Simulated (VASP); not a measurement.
**CdTe: single point with HSE06**

The system is CdTe.

```
CELL_PARAMETERS angstrom
4.31498 0.00000 0.00000
-2.15749 3.73689 0.00000
0.00000 0.00000 7.07054
ATOMIC_POSITIONS crystal
Cd 0.00000 0.00000 0.00000
Cd 0.00000 0.00000 0.50000
Te 0.33333 0.66667 0.25000
Te 0.66667 0.33333 0.75000
```

- Program: VASP 6.6.1
- Task: single point
- Functional: HSE06
- Potentials or basis: VASP PAW PBE potentials, release 64 (Cd, Te)
- Cutoff: 520 eV
- k mesh: 6 × 6 × 2
- Occupations: fermi-dirac, width 0.02 eV
- Spin: no spin polarisation

```json
{
  "Pressure": "-0.3 GPa",
  "Band gap on the k mesh": "zero (bands 18 and 19 overlap by 0.38 eV)"
}
```

Levels at points of the mesh, in eV from the Fermi level:
| k point | band 15 | band 16 | band 17 | band 18 | band 19 | band 20 | band 21 | band 22 |
| --- | --- | --- | --- | --- | --- | --- | --- | --- |
| (0.00, 0.00, 0.00) | -0.66 | -0.55 | -0.15 | -0.15 | 0.59 | 3.03 | 5.62 | 5.62 |
| (0.50, 0.00, 0.00) | -3.34 | -2.35 | -2.27 | -0.16 | 1.92 | 2.85 | 3.36 | 4.64 |
| (0.00, 0.00, 0.50) | -0.38 | -0.38 | -0.38 | -0.38 | 2.84 | 2.84 | 5.68 | 5.68 |
| (0.50, 0.00, 0.50) | -1.55 | -1.55 | -1.46 | -1.46 | 1.44 | 1.44 | 4.76 | 4.76 |

Wall time 59 min on 1 thread of Intel(R) Xeon(R) 6975P-C (Granite Rapids) (shared host), peak memory 0.4 GiB.

Caveat: the k points lie up to 0.44 Å⁻¹ apart; the PAW data sets were made with another functional, which shifts forces and pressure a little; spin-orbit coupling is left out, which moves the levels of the heavy elements.
